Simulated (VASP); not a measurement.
A run of VASP 6.6.1 is set up as follows.

File INCAR:

```
  PREC = Accurate
  ENCUT = 600
  EDIFF = 1E-6
  ISMEAR = 0
  SIGMA = 0.1
  LREAL = False
  LASPH = True
  NELM = 100
  ALGO = Normal
  ISIF = 3
  LWAVE = False
  LCHARG = False
  GGA = PE
  IBRION = 2
  NSW = 90
  EDIFFG = -0.04
```

KPOINTS

```
Automatic mesh
0
Gamma
  4 4 4
```

POSCAR

```
Al4Cu
1.0
    0.0000000000      4.1679854900      4.1679854900
    4.1679854900      0.0000000000      4.1679854900
    4.1679854900      4.1679854900      0.0000000000
Al Cu
4 1
Direct
    0.6724448000      0.6724448000      0.6724448000
    0.6724448000      0.6724448000      0.9826656000
    0.6724448000      0.9826656000      0.6724448000
    0.9826656000      0.6724448000      0.6724448000
    0.2500000000      0.2500000000      0.2500000000
```

Potentials or basis: VASP PAW PBE potentials, release 64 (Al, Cu).

Command:

```sh
$ cat potpaw_PBE.64/Al/POTCAR potpaw_PBE.64/Cu/POTCAR > POTCAR
$ mpirun -np 1 vasp_std > vasp.out
```

What does it give for the relaxed cell?

a = 5.240 Å, b = 5.240 Å, c = 5.240 Å, α = 60.00°, β = 60.00°, γ = 60.00°.

Estimate the space group after relaxing (to 0.1 Å).

F-43m (No. 216).

Final structure:
```
Al Cu
1.0
     0.00000    3.70506    3.70506
     3.70506    0.00000    3.70506
     3.70506    3.70506    0.00000
Al Cu
4 1
Cartesian
  4.6362 4.6362 4.6362
  2.7739 2.7739 4.6362
  2.7739 4.6362 2.7739
  4.6362 2.7739 2.7739
  1.8525 1.8525 1.8525
```
